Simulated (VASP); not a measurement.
**H2C3O: single point with LDA**

H2C3O:

```xyz
36
Lattice="9.1577 0.0000 0.0000 0.0000 9.1577 0.0000 0.0000 0.0000 9.1577" Properties=species:S:1:pos:R:3 pbc="T T T"
C     8.6647    1.6812    1.8921
C     9.0396    1.1923    0.8492
C     6.1278    8.3654    1.4567
C     5.1261    8.4983    2.1188
C     8.0876    8.8298    4.5714
C     7.8549    9.5304    5.5170
C     2.2125    0.4179    6.7252
C     2.0609    0.4933    7.9102
C     9.0033    3.0743    6.6147
C     8.1340    3.6914    6.0567
C     8.9556    5.5462    3.6795
C     8.9535    5.3698    2.4749
C     3.3836    3.7878    7.4321
C     2.5393    1.7578    2.4300
C     6.9509    4.8014    9.0924
C     5.5779    1.6654    8.0255
C     0.2196    6.2885    7.0044
C     4.9994    7.3146    5.7227
H     9.4436    0.7403   -0.0419
H     8.3999    2.1475    2.8071
H     4.3818    8.9694    2.8392
H     7.1141    8.2394    0.8720
H     7.6401   10.2911    6.3199
H     8.4542    8.2033    3.7531
H     2.0003    0.4449    8.9930
H     2.1891    0.2376    5.7173
H     7.1404    3.9768    5.7731
H     9.7987    2.6028    7.0814
H     9.4181    5.3059    1.5367
H     8.7453    5.4993    4.7216
O     3.0728    4.6926    8.0656
O     2.6210    2.8524    2.6582
O     6.2559    5.2153    8.3287
O     5.3300    2.0358    9.0467
O     0.5335    6.5425    8.0244
O     4.2853    8.1235    5.4239
```

```yaml
Program: VASP 6.6.1
Task: single point
Functional: LDA
Potentials_or_basis: VASP PAW LDA potentials, release 64 (C, H, O)
Cutoff: 520 eV
k_mesh: 1 × 1 × 1
Occupations: fermi-dirac, width 0.02 eV
Spin: no spin polarisation
```

| Property | Result |
| --- | --- |
| Pressure | 0.9 GPa |
| Largest force | 5.415 eV/Å |
| Band gap on the k mesh | 4.26 eV |

Forces on the atoms (eV/Å):
```
C    0.487 -0.485 -1.212
C   -0.328  0.264  0.742
C    1.801 -0.404 -1.042
C   -0.680  1.321  1.220
C    0.669 -0.714 -0.852
C   -0.483  1.475  1.505
C   -0.391  0.166  1.499
C    0.301 -0.179  1.037
C   -0.893  0.944 -0.671
C   -0.540 -0.535  0.461
C   -0.618 -0.488 -1.308
C    0.627  0.475  1.869
C   -0.373  1.114  0.672
C   -0.019 -1.788 -0.377
C    1.957 -1.125  2.081
C    0.679 -0.930 -2.448
C   -1.541 -1.097 -5.070
C    1.385 -1.526  0.571
H   -0.382  0.063 -0.058
H   -0.289  0.252  0.602
H    0.906 -1.108 -1.270
H   -2.036  0.166  1.111
H    0.167 -1.154 -1.040
H   -0.412  0.179  0.342
H    0.344  0.155 -0.292
H    0.107 -0.151 -2.234
H   -0.057  0.428 -0.382
H    1.470 -0.890  0.706
H   -0.009 -0.153 -1.332
H    0.069  0.287  0.708
O    0.328 -1.062 -0.719
O    0.095  1.784  0.361
O   -1.973  1.138 -2.088
O   -0.631  0.893  2.483
O    1.508  1.209  5.059
O   -1.245  1.474 -0.635
```

Stress tensor (GPa, compression positive):
```
 0.20 -0.33  1.07
-0.33  0.36 -0.14
 1.07 -0.14  2.13
```

Levels at points of the mesh, in eV from the valence-band top:
| k point | band 56 | band 57 | band 58 | band 59 | band 60 | band 61 | band 62 | band 63 | band 64 | band 65 |
| --- | --- | --- | --- | --- | --- | --- | --- | --- | --- | --- |
| (0.00, 0.00, 0.00) | -0.28 | -0.20 | -0.09 | -0.03 | 0.00 | 4.26 | 4.36 | 4.50 | 4.61 | 4.71 |

Run time: 100 s on 1 thread of Intel(R) Xeon(R) 6975P-C (Granite Rapids), with other jobs on the host, peak memory 0.5 GiB.

Caveat: the k points lie up to 0.69 Å⁻¹ apart.
